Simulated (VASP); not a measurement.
# SiC (P6_3mc) in VASP: further runs, part 2 of 2

VASP 6.6.1.

### Step 3. Single point, r2SCAN

This run uses another cell than the first one, of 10.33 Å³/atom, 1.019 times its volume.

POSCAR reads:

```
SiC
1.0
    3.0784930987      0.0000000000      0.0000000000
   -1.5392465493      2.6660532288      0.0000000000
    0.0000000000      0.0000000000     15.1066832353
Si C
6 6
Direct
    0.0000000000      0.0000000000     -0.0002798244
    0.0000000000      0.0000000000      0.4997201756
    0.3333333333      0.6666666667      0.1665028095
    0.6666666667      0.3333333333      0.6665028095
    0.6666666667      0.3333333333      0.3329855535
    0.3333333333      0.6666666667      0.8329855535
    0.3333333333      0.6666666667      0.0415285262
    0.6666666667      0.3333333333      0.5415285262
    0.6666666667      0.3333333333      0.2079971787
    0.3333333333      0.6666666667      0.7079971787
    0.0000000000      0.0000000000      0.3743657566
    0.0000000000      0.0000000000      0.8743657566
```

INCAR.step1 reads:

```
SYSTEM = SiC
ALGO = Normal
EDIFF = 1E-4
ENCUT = 520
GGA = PE
ISMEAR = 0
LASPH = .TRUE.
LCHARG = .FALSE.
LREAL = .FALSE.
LWAVE = .TRUE.
NBANDS = 36
NELM = 100
PREC = Accurate
SIGMA = 0.01
```

INCAR.step2 reads:

```
SYSTEM = SiC
ALGO = Normal
EDIFF = 1E-7
ENCUT = 520
ISIF = 2
ISMEAR = 0
ISTART = 1
LASPH = .TRUE.
LCHARG = .TRUE.
LELF = .TRUE.
LMIXTAU = .TRUE.
LREAL = .FALSE.
LVHAR = .TRUE.
LWAVE = .FALSE.
METAGGA = R2SCAN
NBANDS = 36
NELM = 100
PREC = Accurate
SIGMA = 0.01
```

KPOINTS reads:

```
k-points
0
G
  14 14 3
  0 0 0
```

Potentials or basis: VASP PAW PBE potentials, release 64 (Si, C).

Launch:

```sh
cat potpaw_PBE.64/Si/POTCAR potpaw_PBE.64/C/POTCAR > POTCAR
cp INCAR.step1 INCAR
mpirun -np 1 vasp_std > vasp.out
cp INCAR.step2 INCAR
mpirun -np 1 vasp_std > vasp.out
```

OUTCAR:

```text
SYSTEM = SiC
   EDIFF = 1E-7
   ENCUT = 520
   ISIF = 2
   ISMEAR = 0
   ISTART = 1
   LASPH = .TRUE.
   LREAL = .FALSE.
   METAGGA = R2SCAN
   NELM = 100
   PREC = Accurate

 ion  position               nearest neighbor table
   1  0.000  0.000  1.000-   7 1.89   7 1.89   7 1.89  12 1.89   6 3.08   6 3.08   6 3.08   3 3.08
                             3 3.08   3 3.08
   2  0.000  0.000  0.500-   8 1.89   8 1.89   8 1.89  11 1.89   5 3.08   5 3.08   5 3.08   4 3.08
                             4 3.08   4 3.08
   3  0.333  0.667  0.167-   9 1.88   9 1.88   9 1.88   7 1.89   5 3.08   5 3.08   5 3.08   1 3.08
                             1 3.08   1 3.08
   4  0.667  0.333  0.667-  10 1.88  10 1.88  10 1.88   8 1.89   6 3.08   6 3.08   6 3.08   2 3.08
                             2 3.08   2 3.08
   5  0.667  0.333  0.333-  11 1.88  11 1.88  11 1.88   9 1.89   3 3.08   3 3.08   3 3.08   2 3.08
                             2 3.08   2 3.08
   6  0.333  0.667  0.833-  12 1.88  12 1.88  12 1.88  10 1.89   4 3.08   4 3.08   4 3.08   1 3.08
                             1 3.08   1 3.08
[... 1154 lines left out ...]
     35      17.9944      0.00000
     36      18.0041      0.00000

 [... further k-points ...]

------------------------ aborting loop because EDIFF is reached ----------------------------------------

  FORCE on cell =-STRESS in cart. coord.  units (eV):
  Direction    XX          YY          ZZ          XY          YZ          ZX
  --------------------------------------------------------------------------------------
  -------------------------------------------------------------------------------------
  Total       -0.1470057     -0.1470057     -0.1361307     -0.0000000      0.0000000      0.0000000
  in kB       -1.8996283     -1.8996283     -1.7591006     -0.0000000      0.0000000      0.0000000
  external PRESSURE =      -1.8527857 kB  Pullay stress =       0.0000000 kB

 VOLUME and BASIS-vectors are now :
 -----------------------------------------------------------------------------
  energy-cutoff  :      520.00
  volume of cell :      123.99
      direct lattice vectors                 reciprocal lattice vectors
     3.078493099  0.000000000  0.000000000     0.324834251  0.187543142  0.000000000
    -1.539246549  2.666053229  0.000000000     0.000000000  0.375086285  0.000000000
     0.000000000  0.000000000 15.106683235     0.000000000  0.000000000  0.066195867

 POSITION                                       TOTAL-FORCE (eV/Angst)
 -----------------------------------------------------------------------------------
      0.00000      0.00000     15.10246         0.000000      0.000000      0.001712
      0.00000      0.00000      7.54911        -0.000000     -0.000000      0.001712
     -0.00000      1.77737      2.51531        -0.000000      0.000000     -0.001282
      1.53925      0.88868     10.06865        -0.000000     -0.000000     -0.001282
      1.53925      0.88868      5.03031         0.000000     -0.000000     -0.000684
     -0.00000      1.77737     12.58365        -0.000000      0.000000     -0.000684
     -0.00000      1.77737      0.62736        -0.000000      0.000000     -0.000182
      1.53925      0.88868      8.18070         0.000000      0.000000     -0.000182
      1.53925      0.88868      3.14215        -0.000000      0.000000      0.000291
     -0.00000      1.77737     10.69549        -0.000000      0.000000      0.000291
      0.00000      0.00000      5.65542        -0.000000      0.000000      0.000145
      0.00000      0.00000     13.20877        -0.000000      0.000000      0.000145
 -----------------------------------------------------------------------------------
    total drift:                               -0.000000     -0.000000      0.000300

  FREE ENERGIE OF THE ION-ELECTRON SYSTEM (eV)
  ---------------------------------------------------
  free  energy   TOTEN  =      -115.9644767826 eV

  energy  without entropy=     -115.9644767826  energy(sigma->0) =     -115.96447678
```

OSZICAR.step1:

```text
N       E                     dE             d eps       ncg     rms          rms(c)
DAV:   1     0.127135805164E+03    0.12714E+03   -0.21703E+04  3456   0.119E+03
DAV:   2    -0.893459755481E+02   -0.21648E+03   -0.20330E+03  4524   0.212E+02
DAV:   3    -0.101318214863E+03   -0.11972E+02   -0.11888E+02  4500   0.472E+01
DAV:   4    -0.101497320656E+03   -0.17911E+00   -0.17877E+00  4432   0.662E+00
DAV:   5    -0.101500992499E+03   -0.36718E-02   -0.36690E-02  4408   0.911E-01    0.216E+01
DAV:   6    -0.906513610231E+02    0.10850E+02   -0.31941E+01  4288   0.209E+01    0.967E+00
DAV:   7    -0.904009080727E+02    0.25045E+00   -0.32379E+00  4588   0.683E+00    0.414E+00
DAV:   8    -0.903561304371E+02    0.44778E-01   -0.20053E-01  4188   0.179E+00    0.129E+00
DAV:   9    -0.903514815178E+02    0.46489E-02   -0.29071E-02  4340   0.787E-01    0.182E-01
DAV:  10    -0.903521606311E+02   -0.67911E-03   -0.22263E-03  4376   0.204E-01    0.954E-02
DAV:  11    -0.903523077242E+02   -0.14709E-03   -0.29525E-04  3668   0.965E-02    0.194E-02
DAV:  12    -0.903523105719E+02   -0.28477E-05   -0.25239E-05  2380   0.227E-02
   1 F= -.90352311E+02 E0= -.90352311E+02  d E =-.316805E-36
```

Wall time 16 min (1 thread of Intel Xeon 6975P-C, shared host); peak memory 0.35 GiB.

Results:

```yaml
Free_energy: -115.9645 eV
Pressure: -0.2 GPa
Band_gap_on_the_k_mesh: 2.40 eV, indirect (least direct gap 3.56 eV)
```

Caveat: the PAW data sets were made with another functional, which shifts forces and pressure a little.
